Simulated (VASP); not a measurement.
Here is a VASP 6.6.1 calculation.

Contents of INCAR:

```
SYSTEM = CsPbCl3
PREC     = Accurate       ! precision mode
ENCUT    = 520            ! plane-wave cutoff, eV
EDIFF    = 1E-6           ! SCF threshold, eV
ISMEAR   = -1             ! smearing method
SIGMA    = 0.02           ! smearing width, eV
LREAL    = .FALSE.        ! projectors in reciprocal space
LASPH    = .TRUE.         ! aspherical terms in the spheres
NELM     = 60             ! most SCF steps
ALGO     = Normal         ! electronic algorithm
ISIF     = 2              ! what is computed and relaxed
LWAVE    = .FALSE.        ! write WAVECAR
LCHARG   = .FALSE.        ! write CHGCAR
GGA      = PE             ! functional
NBANDS   = 30             ! bands
```

KPOINTS

```
Automatic mesh
0
G
  4 4 4
  0 0 0
```

The input POSCAR:

```
CsPbCl3
1.0
    5.7402637503      0.0000000000      0.0000000000
    0.0000000000      5.7402637503      0.0000000000
    0.0000000000      0.0000000000      5.7402637503
Cs Pb Cl
1 1 3
Direct
    0.0000000000      0.0000000000      0.0000000000
    0.5000000000      0.5000000000      0.5000000000
    0.5000000000      0.5000000000      0.0000000000
    0.0000000000      0.5000000000      0.5000000000
    0.5000000000      0.0000000000      0.5000000000
```

Potentials or basis: VASP PAW PBE potentials, release 64 (Cs_sv, Pb_d, Cl).

Run with:

```console
$ cat potpaw_PBE.64/Cs_sv/POTCAR potpaw_PBE.64/Pb_d/POTCAR potpaw_PBE.64/Cl/POTCAR > POTCAR
$ mpirun -np 1 vasp_std > vasp.out
```

Problem. Estimate the pressure.

Solution. 0.0 GPa.

Problem. Predict the band gap on the k mesh.

Solution. 2.22 eV.

Caveat: spin-orbit coupling is left out, which moves the levels of the heavy elements. A k mesh can miss the band edges.
